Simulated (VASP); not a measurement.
# Al32H (a cell with a defect) in VASP: notebook

The runs below take Al32H (a cell with a defect) through single point, with PBE.

Program: VASP 6.6.1. These are calculated values, not measurements. Logs are shortened: lines on timing, memory, paths and dates and some standing lists are left out, and cuts for length are marked.

## Step 1: The cell of the first run

The cell holds a defect, 33 atoms: a = 8.100 Å, b = 8.100 Å, c = 8.100 Å, α = 90.00°, β = 90.00°, γ = 90.00°.

## Step 2: Single point, PBE

File INCAR:

```
PREC = Accurate ; ENCUT = 520
EDIFF = 1E-6 ; ISMEAR = 0
SIGMA = 0.05 ; LREAL = Auto
LASPH = True ; NELM = 100
ALGO = Normal ; ISIF = 2
LWAVE = False ; LCHARG = True
GGA = PE ; LELF = True
LVHAR = True ; NBANDS = 70
```

File KPOINTS:

```
regular mesh
0
Gamma
  2 2 2
```

File POSCAR:

```
Al32H
1.0
    8.1000000000      0.0000000000      0.0000000000
    0.0000000000      8.1000000000      0.0000000000
    0.0000000000      0.0000000000      8.1000000000
Al H
32 1
Direct
    0.5024343210      0.0027918519      0.0010270370
    0.7455420988      0.2472522222      0.0017985185
    0.7490281481      0.0012398765      0.2490745679
    0.0006655556     -0.0008038272      0.0012864198
    0.2494755556      0.2481872840      0.0016259259
    0.4991823457      0.5010946914      0.0001953086
    0.7495313580      0.7491924691      0.0010314815
    0.2486074074      0.0027076543      0.2511933333
    0.5013907407      0.2496239506      0.2498661728
    0.7431983951      0.5009595062      0.2554149383
    0.5007302469      0.0012538272      0.5007948148
    0.7483900000      0.2496601235      0.5000477778
    0.7472738272      0.0028728395      0.7488404938
   -0.0195325926      0.4930606173      0.0217117284
    0.2526820988      0.7533381481      0.0046416049
    0.0000280247      0.2468744444      0.2531702469
    0.2484724691      0.5012923457      0.2486339506
    0.5027300000      0.7497528395      0.2514907407
    0.0012166667      0.0027551852      0.4986498765
    0.2498244444      0.2469258025      0.4967814815
    0.5065251852      0.5009761728      0.4945367901
    0.7469753086      0.7497906173      0.4983224691
    0.2491761728     -0.0008000000      0.7485766667
    0.5041914815      0.2472897531      0.7481030864
    0.7506069136      0.5011218519      0.7497303704
    0.0007680247      0.7494632099      0.2495124691
    0.0013913580      0.5013339506      0.5012398765
    0.2490780247      0.7494675309      0.5003503704
    0.0003914815      0.2482153086      0.7483108642
    0.2693123457      0.4931509877      0.7283240741
    0.5002309877      0.7492087654      0.7488469136
   -0.0029393827      0.7534588889      0.7451693827
    0.1247088889      0.5640859259      0.8748746914
```

Potentials or basis: VASP PAW PBE potentials, release 64 (Al, H).

Run with:

```
cat potpaw_PBE.64/Al/POTCAR potpaw_PBE.64/H/POTCAR > POTCAR
mpirun -np 1 vasp_std > vasp.out
```

OUTCAR:

```text
PREC = Accurate
   ENCUT = 520
   EDIFF = 1E-6
   ISMEAR = 0
   LREAL = Auto
   LASPH = True
   NELM = 100
   ISIF = 2
   GGA = PE

 ion  position               nearest neighbor table
   1  0.502  0.003  0.001-   2 2.79   3 2.83   9 2.84  13 2.85  24 2.85   5 2.85  15 2.86   7 2.87
                            18 2.88   8 2.89  23 2.90  31 2.90
   2  0.746  0.247  0.002-  14 2.76   1 2.79   9 2.82   3 2.83  24 2.84  13 2.85   6 2.87   4 2.88
                            16 2.90  25 2.90  10 2.91  29 2.91
   3  0.749  0.001  0.249-   2 2.83   1 2.83   9 2.84  16 2.84  18 2.85  12 2.86   4 2.86  11 2.86
                             7 2.86  22 2.87  19 2.87  26 2.88
   4  0.001  0.999  0.001-   5 2.85   8 2.85  15 2.85  26 2.85   3 2.86  16 2.86   7 2.87  23 2.87
                            32 2.88  29 2.88   2 2.88  13 2.90
   5  0.249  0.248  0.002-   8 2.84   4 2.85   1 2.85  17 2.86   9 2.86  16 2.87  23 2.88  29 2.88
                             6 2.88  24 2.91  14 2.95  30 2.98
   6  0.499  0.501  0.000-   7 2.85  15 2.86  17 2.86  10 2.86  31 2.86  18 2.86   2 2.87   9 2.87
                            25 2.87   5 2.88  30 2.88  24 2.90
   7  0.750  0.749  0.001-  14 2.80  18 2.85   6 2.85  25 2.86  26 2.86   3 2.86   1 2.87   4 2.87
                            31 2.87  10 2.88  32 2.88  13 2.90
   8  0.249  0.003  0.251-  20 2.81  16 2.82  19 2.83   5 2.84  15 2.84   4 2.85   9 2.86  26 2.87
                            11 2.87  28 2.88   1 2.89  18 2.90
   9  0.501  0.250  0.250-   2 2.82  10 2.83   1 2.84   3 2.84  21 2.84  12 2.85  20 2.86  11 2.86
                             8 2.86   5 2.86   6 2.87  17 2.89
  10  0.743  0.501  0.255-  14 2.70  21 2.73  18 2.80  22 2.82   9 2.83  12 2.84   6 2.86   7 2.88
                            27 2.89  26 2.90   2 2.91  16 2.93
  11  0.501  0.001  0.501-  24 2.83  13 2.83  12 2.84  20 2.84  22 2.85   9 2.86  23 2.86   3 2.86
                            31 2.86  18 2.87   8 2.87  28 2.88
  12  0.748  0.250  0.500-  24 2.82  21 2.83  13 2.84  10 2.84  11 2.84   9 2.85  16 2.86   3 2.86
                            19 2.86  29 2.87  25 2.87  27 2.89
  13  0.747  0.003  0.749-  24 2.79  11 2.83  12 2.84   1 2.85   2 2.85  29 2.86  32 2.86  31 2.87
                            22 2.88  19 2.89   4 2.90   7 2.90
  14  0.980  0.493  0.022-  33 1.76  10 2.70  16 2.74   2 2.76  26 2.78   7 2.80  17 2.85  25 2.89
                             5 2.95  29 2.98  15 3.05  32 3.08  30 3.33
  15  0.253  0.753  0.005-   8 2.84  17 2.84  26 2.85  18 2.85   4 2.85   6 2.86   1 2.86  23 2.88
                            31 2.88  32 2.95  14 3.05  30 3.08
  16  0.000  0.247  0.253-  14 2.74  19 2.80   8 2.82  20 2.83   3 2.84  12 2.86   4 2.86   5 2.87
                            27 2.88  17 2.88   2 2.90  10 2.93
  17  0.248  0.501  0.249-  26 2.84  15 2.84  14 2.85   6 2.86  27 2.86  28 2.86   5 2.86  20 2.88
                            18 2.88  16 2.88  21 2.89   9 2.89
  18  0.503  0.750  0.251-  10 2.80  22 2.81  21 2.82  15 2.85   7 2.85   3 2.85   6 2.86  11 2.87
                            28 2.88  17 2.88   1 2.88   8 2.90
  19  0.001  0.003  0.499-  16 2.80  20 2.82   8 2.83  29 2.84  32 2.84  23 2.85  12 2.86  28 2.87
                             3 2.87  26 2.88  13 2.89  22 2.91
  20  0.250  0.247  0.497-  30 2.74   8 2.81  19 2.82  16 2.83  11 2.84   9 2.86  23 2.86  29 2.87
                            17 2.88  27 2.88  24 2.90  21 2.93
  21  0.507  0.501  0.495-  30 2.70  10 2.73  22 2.80  18 2.82  12 2.83   9 2.84  25 2.86  31 2.88
                            17 2.89  28 2.90  24 2.91  20 2.93
  22  0.747  0.750  0.498-  21 2.80  18 2.81  10 2.82  32 2.85  31 2.85  11 2.85  25 2.86   3 2.87
                            26 2.88  27 2.88  13 2.88  19 2.91
  23  0.249  0.999  0.749-  29 2.85  19 2.85  32 2.85  28 2.85  11 2.86  20 2.86  31 2.87   4 2.87
                             5 2.88  15 2.88  24 2.88   1 2.90
  24  0.504  0.247  0.748-  30 2.76  13 2.79  12 2.82  11 2.83   2 2.84   1 2.85  25 2.87  23 2.88
                            20 2.90   6 2.90  21 2.91   5 2.91
  25  0.751  0.501  0.750-  31 2.86  32 2.86  27 2.86   7 2.86  21 2.86  22 2.86  24 2.87  12 2.87
                             6 2.87  29 2.88  14 2.89   2 2.90
  26  0.001  0.749  0.250-  14 2.78  17 2.84  15 2.85   4 2.85  28 2.86   7 2.86  27 2.86   8 2.87
                            19 2.88  22 2.88   3 2.88  10 2.90
  27  0.001  0.501  0.501-  28 2.84  32 2.84  30 2.85  25 2.86  17 2.86  26 2.86  29 2.87  16 2.88
                            20 2.88  22 2.88  10 2.89  12 2.89
  28  0.249  0.749  0.500-  30 2.78  27 2.84  32 2.85  23 2.85  26 2.86  31 2.86  17 2.86  19 2.87
                             8 2.88  18 2.88  11 2.88  21 2.90
  29  0.000  0.248  0.748-  19 2.84  23 2.85  13 2.86  27 2.87  12 2.87  20 2.87   4 2.88   5 2.88
                            25 2.88   2 2.91  30 2.95  14 2.98
  30  0.269  0.493  0.728-  33 1.76  21 2.70  20 2.74  24 2.76  28 2.78  31 2.80  27 2.85   6 2.88
                            29 2.95   5 2.98  32 3.05  15 3.08  14 3.33
  31  0.500  0.749  0.749-  30 2.80  22 2.85  25 2.86   6 2.86  28 2.86  11 2.86  13 2.87  23 2.87
                             7 2.87  21 2.88  15 2.88   1 2.90
  32  0.997  0.753  0.745-  19 2.84  27 2.84  28 2.85  22 2.85  23 2.85  25 2.86  13 2.86   4 2.88
                             7 2.88  15 2.95  30 3.05  14 3.08
  33  0.125  0.564  0.875-  14 1.76  30 1.76

  LATTYP: Found a simple cubic cell.
 ALAT       =     8.1000000000

  Lattice vectors:

 A1 = (   8.1000000000,   0.0000000000,   0.0000000000)
 A2 = (   0.0000000000,   8.1000000000,   0.0000000000)
 A3 = (   0.0000000000,   0.0000000000,   8.1000000000)

Analysis of symmetry for initial positions (statically):
=====================================================================
 Subroutine PRICEL returns:
 Original cell was already a primitive cell.

 Routine SETGRP: Setting up the symmetry group for a
 simple cubic supercell.

 Subroutine GETGRP returns: Found  1 space group operations
 (whereof  1 operations were pure point group operations)
 out of a pool of 48 trial point group operations.
[... 123 lines left out ...]

  Shift w.r.t. Gamma in fractional coordinates (k-lattice)
     0.000000000  0.000000000  0.000000000

 Subroutine IBZKPT returns following result:
 ===========================================

 Found      8 irreducible k-points:

 Following reciprocal coordinates:
            Coordinates               Weight
  0.000000  0.000000  0.000000      1.000000
  0.500000  0.000000  0.000000      1.000000
  0.000000  0.500000  0.000000      1.000000
  0.000000  0.000000  0.500000      1.000000
  0.500000  0.500000  0.000000      1.000000
  0.000000  0.500000  0.500000      1.000000
  0.500000  0.000000  0.500000      1.000000
  0.500000  0.500000  0.500000      1.000000
   k-points           NKPTS =      8   k-points in BZ     NKDIM =      8   number of bands    NBANDS=     70
   number of dos      NEDOS =    301   number of ions     NIONS =     33
   total plane-waves  NPLWV = 216000
   dimension x,y,z NGX =    60 NGY =   60 NGZ =   60
   dimension x,y,z NGXF=   120 NGYF=  120 NGZF=  120
   ions per type =              32   1
   NGX,Y,Z   is equivalent  to a cutoff of  12.31, 12.31, 12.31 a.u.
   NGXF,Y,Z  is equivalent  to a cutoff of  24.63, 24.63, 24.63 a.u.
 SYSTEM =  unknown system
   PREC   = accura    normal or accurate (medium, high low for compatibility)
   ISTART =      0    job   : 0-new  1-cont  2-samecut
   ICHARG =      2    charge: 1-file 2-atom 10-const
   ISPIN  =      1    spin polarized calculation?
   LNONCOLLINEAR =      F non collinear calculations
   LSORBIT =      F    spin-orbit coupling
   LASPH  =      T    aspherical Exc in radial PAW
   ENCUT  =  520.0 eV  38.22 Ry    6.18 a.u.  15.06 15.06 15.06*2*pi/ulx,y,z
   NELM   =    100;   NELMIN=  2; NELMDL= -5     # of ELM steps
   EDIFF  = 0.1E-05   stopping-criterion for ELM
   LREAL  =      T    real-space projection
   EDIFFG = 0.1E-04   stopping-criterion for IOM
   NSW    =      0    number of steps for IOM
   IBRION =     -1    ionic relax: 0-MD 1-quasi-New 2-CG
   NFREE  =      0    steps in history (QN), initial steepest desc. (CG)
   ISIF   =      2    stress and relaxation
   ISYM   =      2    0-nonsym 1-usesym 2-fastsym
   POTIM  = 0.5000    time-step for ionic-motion
   TEBEG  =    0.0;   TEEND  =   0.0 temperature during run
   PSTRESS=    0.0 pullay stress
   NELECT =      97.0000    total number of electrons
   NUPDOWN=      -1.0000    fix difference up-down
   EMIN   =  10.00;   EMAX   =-10.00  energy-range for DOS
   EFERMI =   0.00;   METHOD = LEGACY
   ISMEAR =     0;   SIGMA  =   0.05  broadening in eV -4-tet -1-fermi 0-gaus
   EFERMI_NEDOS =   21; number of points for ismear=-14 and -15
   IALGO  =     38    algorithm
   IMIX   =      4    mixing-type and parameters
     AMIX     =   0.40;   BMIX     =  1.00
     AMIX_MAG =   1.60;   BMIX_MAG =  1.00
  volume/ion in A,a.u.               =      16.10       108.68
  Fermi-wavevector in a.u.,A,eV,Ry     =   0.928639  1.754874 11.733269  0.862371
  Thomas-Fermi vector in A             =   2.054837
   LORBIT       =      0    0 simple, 1 ext, 2 COOP (PROOUT), +10 PAW based schemes
   GGA     = PE    functional components
   LHFCALC =     F    Hartree Fock is set to
   AEXX    =    0.0000 exact exchange contribution
   IVDW    =     0    specifies the selected vdW correction
   LEPSILON=     F    determine dielectric tensor
   LRPA    =     F    only Hartree local field effects (RPA)
 non-spin polarized calculation
 Gauss-broadening in eV      SIGMA  =   0.05
  energy-cutoff  :      520.00
  volume of cell :      531.44
 maximum number of plane-waves:     14400
   NGX = 31   NGY = 31   NGZ = 31

 number of electron      96.9999999 magnetization

 Free energy of the ion-electron system (eV)
  ---------------------------------------------------
  ext. energy  EPLUGINS =         0.00000000
  ---------------------------------------------------
  free energy    TOTEN  =      -122.33554955 eV

  energy without entropy =     -122.29920145  energy(sigma->0) =     -122.31737550

 E-fermi :   7.5908     XC(G=0): -10.1923

 val. band max:        7.5836258092   @ k =   0.0000   0.5000   0.0000
 cond. band min:       7.6017050271   @ k =   0.0000   0.0000   0.5000
 fundamental gap:      0.0180792180
 Fermi energy:         7.5908257841

 k-point     1 :       0.0000    0.0000    0.0000
  band No.  band energies     occupation
      1      -3.2471      2.00000
      2      -1.4618      2.00000
      3      -0.9793      2.00000
      4      -0.9638      2.00000
      5      -0.9245      2.00000
      6      -0.8966      2.00000
[... 493 lines left out ...]
     59      11.2594      0.00000
     60      11.2692      0.00000
 [bands above 60 left out]

------------------------ aborting loop because EDIFF is reached ----------------------------------------

  FORCE on cell =-STRESS in cart. coord.  units (eV):
  Direction    XX          YY          ZZ          XY          YZ          ZX
  --------------------------------------------------------------------------------------
  -------------------------------------------------------------------------------------
  Total        3.7060802      3.1982391      3.4755691      0.0014930     -0.0058123     -1.7685773
  in kB       11.1730139      9.6419850     10.4780738      0.0045009     -0.0175229     -5.3318703
  external PRESSURE =      10.4310242 kB  Pullay stress =       0.0000000 kB

 VOLUME and BASIS-vectors are now :
 -----------------------------------------------------------------------------
  energy-cutoff  :      520.00
  volume of cell :      531.44
      direct lattice vectors                 reciprocal lattice vectors
     8.100000000  0.000000000  0.000000000     0.123456790  0.000000000  0.000000000
     0.000000000  8.100000000  0.000000000     0.000000000  0.123456790  0.000000000
     0.000000000  0.000000000  8.100000000     0.000000000  0.000000000  0.123456790

 POSITION                                       TOTAL-FORCE (eV/Angst)
 -----------------------------------------------------------------------------------
      4.06972      0.02261      0.00832        -0.019424      0.011023      0.009174
      6.03889      2.00274      0.01457        -0.024590     -0.037486      0.030132
      6.06713      0.01004      2.01750        -0.008392      0.009275     -0.016793
      0.00539      8.09349      0.01042        -0.004120     -0.026304      0.030400
      2.02075      2.01032      0.01317        -0.048091      0.017334     -0.025418
      4.04338      4.05887      0.00158        -0.004810      0.010791      0.008433
[... 25 lines left out ...]
      8.07619      6.10302      6.03587         0.026161     -0.056264      0.011120
      1.01014      4.56910      7.08649         0.000575      0.529940     -0.000252
 -----------------------------------------------------------------------------------
    total drift:                               -0.004822     -0.002223     -0.003261

  FREE ENERGIE OF THE ION-ELECTRON SYSTEM (eV)
  ---------------------------------------------------
  free  energy   TOTEN  =      -122.3355495480 eV

  energy  without entropy=     -122.2992014499  energy(sigma->0) =     -122.31737550
```

Wall time 5.1 min (1 thread of Intel Xeon Platinum 8259CL at 2.50GHz (Skylake/Cascade Lake), shared host); peak memory 0.56 GiB.

Results:

* Free energy: -122.3355 eV
* Pressure: 1.0 GPa
* Largest force: 0.530 eV/Å

Forces in eV/Å, atoms in the order of the input:
```
Al  -0.019  0.011  0.009
Al  -0.025 -0.037  0.030
Al  -0.008  0.009 -0.017
Al  -0.004 -0.026  0.030
Al  -0.048  0.017 -0.025
Al  -0.005  0.011  0.008
Al   0.001 -0.036  0.026
Al  -0.016  0.009 -0.035
Al  -0.014 -0.033 -0.037
Al   0.003  0.007 -0.011
Al   0.008  0.010  0.016
Al   0.014 -0.032  0.037
Al   0.022  0.010 -0.009
Al   0.017 -0.056 -0.001
Al  -0.026 -0.055 -0.010
Al  -0.013 -0.043  0.012
Al  -0.011  0.010 -0.010
Al  -0.008 -0.019 -0.019
Al   0.015  0.009  0.036
Al   0.012 -0.043 -0.012
Al  -0.002  0.007  0.012
Al   0.009 -0.019  0.018
Al   0.002 -0.026 -0.030
Al   0.026 -0.038 -0.031
Al   0.004  0.010 -0.009
Al   0.004 -0.033 -0.009
Al   0.010  0.010  0.010
Al  -0.004 -0.033  0.009
Al   0.047  0.017  0.025
Al  -0.017 -0.057  0.000
Al   0.000 -0.036 -0.027
Al   0.026 -0.056  0.011
H    0.001  0.530  0.000
```

Levels at points of the mesh, in eV from the Fermi level:
```tsv
k point	band 46	band 47	band 48	band 49	band 50	band 51
(0.00, 0.00, 0.00)	0.44	0.45	0.46	0.48	0.54	0.60
(0.50, 0.00, 0.00)	-0.06	-0.03	-0.02	0.01	0.05	0.05
(0.00, 0.50, 0.00)	-0.08	-0.04	-0.01	0.05	0.06	0.07
(0.00, 0.00, 0.50)	-0.09	-0.04	0.01	0.02	0.06	0.06
(0.50, 0.50, 0.00)	-0.09	-0.08	-0.05	0.76	1.08	1.08
(0.00, 0.50, 0.50)	-0.08	-0.08	-0.05	0.71	1.10	1.13
(0.50, 0.00, 0.50)	-0.09	-0.08	-0.05	0.82	1.09	1.12
(0.50, 0.50, 0.50)	-0.41	-0.40	-0.40	-0.39	-0.38	-0.38
```

Caveat: the k points lie up to 0.39 Å⁻¹ apart.

(Continued in part 2 of 2.)
